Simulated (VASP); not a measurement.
# KCl (Pm-3m) in VASP: single point with PBEsol

Aim: the single point of KCl with PBEsol.

Everything below comes from runs of VASP 6.6.1. Logs are shortened: lines on timing, memory, paths and dates and some standing lists are left out, and cuts for length are marked.

## 1. The cell of the first run

Symmetry: Pm-3m, No. 221, cubic system. Conventional cell: a = 3.839 Å, b = 3.839 Å, c = 3.839 Å, α = 90.00°, β = 90.00°, γ = 90.00°. Within 4.4 Å of K (site symmetry m-3m) lie 8 Cl at 3.32 Å and 6 K at 3.84 Å. Cl (site symmetry m-3m) has 8 K at 3.32 Å and 6 Cl at 3.84 Å within 4.4 Å.

## 2. Single point, PBEsol

Contents of INCAR:

```
PREC = Accurate
ENCUT = 520
EDIFF = 1E-6
ISMEAR = 0
SIGMA = 0.01
LREAL = False
LASPH = True
NELM = 80
ALGO = Normal
ISIF = 2
LWAVE = False
LCHARG = False
GGA = PS
NBANDS = 15
```

Contents of KPOINTS:

```
regular mesh
0
Gamma
  6 6 6
```

Contents of POSCAR:

```
KCl
1.0
    3.8391960000      0.0000000000      0.0000000000
    0.0000000000      3.8391960000      0.0000000000
    0.0000000000      0.0000000000      3.8391960000
K Cl
1 1
Direct
    0.0000000000      0.0000000000      0.0000000000
    0.5000000000      0.5000000000      0.5000000000
```

Potentials or basis: VASP PAW PBE potentials, release 64 (K_sv, Cl).

Launch:

```
$ cat potpaw_PBE.64/K_sv/POTCAR potpaw_PBE.64/Cl/POTCAR > POTCAR
$ mpirun -np 1 vasp_std > vasp.out
```

OUTCAR:

```text
PREC = Accurate
   ENCUT = 520
   EDIFF = 1E-6
   ISMEAR = 0
   LREAL = False
   LASPH = True
   NELM = 80
   ISIF = 2
   GGA = PS

 ion  position               nearest neighbor table
   1  0.000  0.000  0.000-
   2  0.500  0.500  0.500-

  LATTYP: Found a simple cubic cell.
 ALAT       =     3.8391960000

  Lattice vectors:

 A1 = (   3.8391960000,   0.0000000000,   0.0000000000)
 A2 = (   0.0000000000,   3.8391960000,   0.0000000000)
 A3 = (   0.0000000000,   0.0000000000,   3.8391960000)

Analysis of symmetry for initial positions (statically):
=====================================================================
 Subroutine PRICEL returns:
 Original cell was already a primitive cell.

 Routine SETGRP: Setting up the symmetry group for a
 simple cubic supercell.

 Subroutine GETGRP returns: Found 48 space group operations
 (whereof 48 operations were pure point group operations)
 out of a pool of 48 trial point group operations.

The static configuration has the point symmetry O_h .

Analysis of symmetry for dynamics (positions and initial velocities):
=====================================================================
 Subroutine PRICEL returns:
 Original cell was already a primitive cell.

 Routine SETGRP: Setting up the symmetry group for a
 simple cubic supercell.

 Subroutine GETGRP returns: Found 48 space group operations
 (whereof 48 operations were pure point group operations)
 out of a pool of 48 trial point group operations.

The dynamic configuration has the point symmetry O_h .

 Subroutine INISYM returns: Found 48 space group operations
 (whereof 48 operations are pure point group operations),
 and found     1 'primitive' translations

----------------------------------------------------------------------------------------

                                     Primitive cell

  volume of cell :      56.5875

  direct lattice vectors                    reciprocal lattice vectors
     3.839196000  0.000000000  0.000000000     0.260471203  0.000000000  0.000000000
     0.000000000  3.839196000  0.000000000     0.000000000  0.260471203  0.000000000
     0.000000000  0.000000000  3.839196000     0.000000000  0.000000000  0.260471203

  length of vectors
     3.839196000  3.839196000  3.839196000     0.260471203  0.260471203  0.260471203

  position of ions in fractional coordinates (direct lattice)
     0.000000000  0.000000000  0.000000000
     0.500000000  0.500000000  0.500000000

  ion indices of the primitive-cell ions
   primitive index   ion index
                 1           1
                 2           2

----------------------------------------------------------------------------------------

 KPOINTS: regular mesh

Automatic generation of k-mesh.
 Grid dimensions read from file:
 generate k-points for:    6    6    6

 Generating k-lattice:

  Cartesian coordinates                     Fractional coordinates (reciprocal lattice)
     0.043411867  0.000000000  0.000000000     0.166666667  0.000000000  0.000000000
     0.000000000  0.043411867  0.000000000     0.000000000  0.166666667  0.000000000
     0.000000000  0.000000000  0.043411867     0.000000000  0.000000000  0.166666667

  Length of vectors
     0.043411867  0.043411867  0.043411867

  Shift w.r.t. Gamma in fractional coordinates (k-lattice)
     0.000000000  0.000000000  0.000000000

 Subroutine IBZKPT returns following result:
 ===========================================

 Found     20 irreducible k-points:

 Following reciprocal coordinates:
            Coordinates               Weight
  0.000000  0.000000  0.000000      1.000000
  0.166667  0.000000  0.000000      6.000000
  0.333333  0.000000  0.000000      6.000000
  0.500000  0.000000  0.000000      3.000000
  0.166667  0.166667  0.000000     12.000000
  0.333333  0.166667  0.000000     24.000000
[... 12 lines left out ...]
  0.500000  0.500000  0.333333      6.000000
  0.500000  0.500000  0.500000      1.000000
   k-points           NKPTS =     20   k-points in BZ     NKDIM =     20   number of bands    NBANDS=     15
   number of dos      NEDOS =    301   number of ions     NIONS =      2
   total plane-waves  NPLWV =  27000
   dimension x,y,z NGX =    30 NGY =   30 NGZ =   30
   dimension x,y,z NGXF=    60 NGYF=   60 NGZF=   60
   ions per type =               1   1
   NGX,Y,Z   is equivalent  to a cutoff of  12.99, 12.99, 12.99 a.u.
   NGXF,Y,Z  is equivalent  to a cutoff of  25.98, 25.98, 25.98 a.u.
 SYSTEM =  unknown system
   PREC   = accura    normal or accurate (medium, high low for compatibility)
   ISTART =      0    job   : 0-new  1-cont  2-samecut
   ICHARG =      2    charge: 1-file 2-atom 10-const
   ISPIN  =      1    spin polarized calculation?
   LNONCOLLINEAR =      F non collinear calculations
   LSORBIT =      F    spin-orbit coupling
   LASPH  =      T    aspherical Exc in radial PAW
   ENCUT  =  520.0 eV  38.22 Ry    6.18 a.u.   7.14  7.14  7.14*2*pi/ulx,y,z
   NELM   =     80;   NELMIN=  2; NELMDL= -5     # of ELM steps
   EDIFF  = 0.1E-05   stopping-criterion for ELM
   LREAL  =      F    real-space projection
   EDIFFG = 0.1E-04   stopping-criterion for IOM
   NSW    =      0    number of steps for IOM
   IBRION =     -1    ionic relax: 0-MD 1-quasi-New 2-CG
   NFREE  =      0    steps in history (QN), initial steepest desc. (CG)
   ISIF   =      2    stress and relaxation
   ISYM   =      2    0-nonsym 1-usesym 2-fastsym
   POTIM  = 0.5000    time-step for ionic-motion
   TEBEG  =    0.0;   TEEND  =   0.0 temperature during run
   PSTRESS=    0.0 pullay stress
   NELECT =      16.0000    total number of electrons
   NUPDOWN=      -1.0000    fix difference up-down
   EMIN   =  10.00;   EMAX   =-10.00  energy-range for DOS
   EFERMI =   0.00;   METHOD = LEGACY
   ISMEAR =     0;   SIGMA  =   0.01  broadening in eV -4-tet -1-fermi 0-gaus
   EFERMI_NEDOS =   21; number of points for ismear=-14 and -15
   IALGO  =     38    algorithm
   IMIX   =      4    mixing-type and parameters
     AMIX     =   0.40;   BMIX     =  1.00
     AMIX_MAG =   1.60;   BMIX_MAG =  1.00
  volume/ion in A,a.u.               =      28.29       190.94
  Fermi-wavevector in a.u.,A,eV,Ry     =   1.074504  2.030517 15.708715  1.154558
  Thomas-Fermi vector in A             =   2.210334
   LORBIT       =      0    0 simple, 1 ext, 2 COOP (PROOUT), +10 PAW based schemes
   GGA     = PS    functional components
   LHFCALC =     F    Hartree Fock is set to
   AEXX    =    0.0000 exact exchange contribution
   IVDW    =     0    specifies the selected vdW correction
   LEPSILON=     F    determine dielectric tensor
   LRPA    =     F    only Hartree local field effects (RPA)
 non-spin polarized calculation
 Gauss-broadening in eV      SIGMA  =   0.01
  energy-cutoff  :      520.00
  volume of cell :       56.59
 maximum number of plane-waves:      1568
 NGX is ok and might be reduce to    30
   NGX = 15   NGY = 15   NGZ = 15

 number of electron      16.0000007 magnetization

 Free energy of the ion-electron system (eV)
  ---------------------------------------------------
  ext. energy  EPLUGINS =         0.00000000
  ---------------------------------------------------
  free energy    TOTEN  =        -6.89622252 eV

  energy without entropy =       -6.89622252  energy(sigma->0) =       -6.89622252

 E-fermi :  -0.8332     XC(G=0):  -8.2661

 val. band max:       -0.9027417643   @ k =   0.5000   0.5000   0.0000
 cond. band min:       3.7158339690   @ k =   0.0000   0.0000   0.0000
 fundamental gap:      4.6185757333
 Fermi energy:        -0.8331590500

 k-point     1 :       0.0000    0.0000    0.0000
  band No.  band energies     occupation
      1     -28.7946      2.00000
      2     -13.4519      2.00000
      3     -12.2445      2.00000
      4     -12.2445      2.00000
      5     -12.2445      2.00000
      6      -1.1108      2.00000
      7      -1.1108      2.00000
      8      -1.1108      2.00000
      9       3.7158      0.00000
     10       5.5438      0.00000
     11       5.5438      0.00000
     12       9.7237      0.00000
     13       9.7237      0.00000
     14       9.7237      0.00000
     15      12.6810      0.00000

 k-point     2 :       0.1667    0.0000    0.0000
  band No.  band energies     occupation
      1     -28.7897      2.00000
      2     -13.4917      2.00000
      3     -12.2366      2.00000
      4     -12.2366      2.00000
      5     -12.2142      2.00000
      6      -1.6031      2.00000
      7      -1.1123      2.00000
      8      -1.1123      2.00000
      9       4.3349      0.00000
     10       5.7708      0.00000
     11       6.0829      0.00000
     12       9.6160      0.00000
     13       9.6160      0.00000
     14       9.8527      0.00000
     15      11.6821      0.00000

 k-point     3 :       0.3333    0.0000    0.0000
  band No.  band energies     occupation
      1     -28.7799      2.00000
      2     -13.5742      2.00000
      3     -12.2209      2.00000
      4     -12.2209      2.00000
      5     -12.1456      2.00000
      6      -2.3789      2.00000
      7      -1.1162      2.00000
      8      -1.1162      2.00000
      9       5.6177      0.00000
     10       6.3916      0.00000
     11       7.0780      0.00000
     12       9.5162      0.00000
     13       9.5162      0.00000
     14      10.0144      0.00000
     15      10.1518      0.00000
[... 271 lines left out ...]
 k-point    19 :       0.5000    0.5000    0.3333
  band No.  band energies     occupation
      1     -28.7437      2.00000
      2     -13.0798      2.00000
      3     -12.4316      2.00000
      4     -12.4316      2.00000
      5     -12.3618      2.00000
      6      -2.2112      2.00000
      7      -2.2112      2.00000
      8      -1.9551      2.00000
      9       6.8439      0.00000
     10       7.7472      0.00000
     11       7.7472      0.00000
     12       8.2810      0.00000
     13       9.2629      0.00000
     14       9.2629      0.00000
     15      11.3485      0.00000

 k-point    20 :       0.5000    0.5000    0.5000
  band No.  band energies     occupation
      1     -28.7394      2.00000
      2     -13.0437      2.00000
      3     -12.4178      2.00000
      4     -12.4178      2.00000
      5     -12.4178      2.00000
      6      -2.2423      2.00000
      7      -2.2423      2.00000
      8      -2.2423      2.00000
      9       7.7468      0.00000
     10       7.7468      0.00000
     11       7.7468      0.00000
     12       8.9230      0.00000
     13       8.9230      0.00000
     14       8.9230      0.00000
     15      11.3738      0.00000

------------------------ aborting loop because EDIFF is reached ----------------------------------------

  FORCE on cell =-STRESS in cart. coord.  units (eV):
  Direction    XX          YY          ZZ          XY          YZ          ZX
  --------------------------------------------------------------------------------------
  -------------------------------------------------------------------------------------
  Total       -0.5033034     -0.5033034     -0.5033034      0.0000000     -0.0000000      0.0000000
  in kB      -14.2501550    -14.2501550    -14.2501550      0.0000000     -0.0000000      0.0000000
  external PRESSURE =     -14.2501550 kB  Pullay stress =       0.0000000 kB

 VOLUME and BASIS-vectors are now :
 -----------------------------------------------------------------------------
  energy-cutoff  :      520.00
  volume of cell :       56.59
      direct lattice vectors                 reciprocal lattice vectors
     3.839196000  0.000000000  0.000000000     0.260471203  0.000000000  0.000000000
     0.000000000  3.839196000  0.000000000     0.000000000  0.260471203  0.000000000
     0.000000000  0.000000000  3.839196000     0.000000000  0.000000000  0.260471203

 POSITION                                       TOTAL-FORCE (eV/Angst)
 -----------------------------------------------------------------------------------
      0.00000      0.00000      0.00000         0.000000      0.000000      0.000000
      1.91960      1.91960      1.91960         0.000000      0.000000      0.000000
 -----------------------------------------------------------------------------------
    total drift:                                0.000000      0.000000     -0.000000

  FREE ENERGIE OF THE ION-ELECTRON SYSTEM (eV)
  ---------------------------------------------------
  free  energy   TOTEN  =        -6.8962225206 eV

  energy  without entropy=       -6.8962225206  energy(sigma->0) =       -6.89622252
```

Run time: 26 s. Hardware: 1 thread of Intel Xeon 8259CL, shared host; peak memory 0.17 GiB.

What came out:

| Item | Value |
| --- | --- |
| Free energy | -6.8962 eV |
| Pressure | -1.4 GPa |
| Band gap on the k mesh | 4.62 eV, indirect (least direct gap 4.83 eV) |

Levels at points of the mesh, in eV from the valence-band top:
| k point | band 4 | band 5 | band 6 | band 7 | band 8 | band 9 | band 10 | band 11 | band 12 | band 13 |
| --- | --- | --- | --- | --- | --- | --- | --- | --- | --- | --- |
| (0.00, 0.00, 0.00) | -11.34 | -11.34 | -0.21 | -0.21 | -0.21 | 4.62 | 6.45 | 6.45 | 10.63 | 10.63 |
| (0.50, 0.00, 0.00) | -11.31 | -11.20 | -1.80 | -0.22 | -0.22 | 7.52 | 7.82 | 8.13 | 9.98 | 10.45 |
| (0.50, 0.50, 0.00) | -11.57 | -11.29 | -1.22 | -1.22 | 0.00 | 6.05 | 7.15 | 8.87 | 8.87 | 11.16 |
| (0.50, 0.50, 0.50) | -11.52 | -11.52 | -1.34 | -1.34 | -1.34 | 8.65 | 8.65 | 8.65 | 9.83 | 9.83 |

Caveat: the PAW data sets were made with another functional, which shifts forces and pressure a little. A k mesh can miss the band edges.
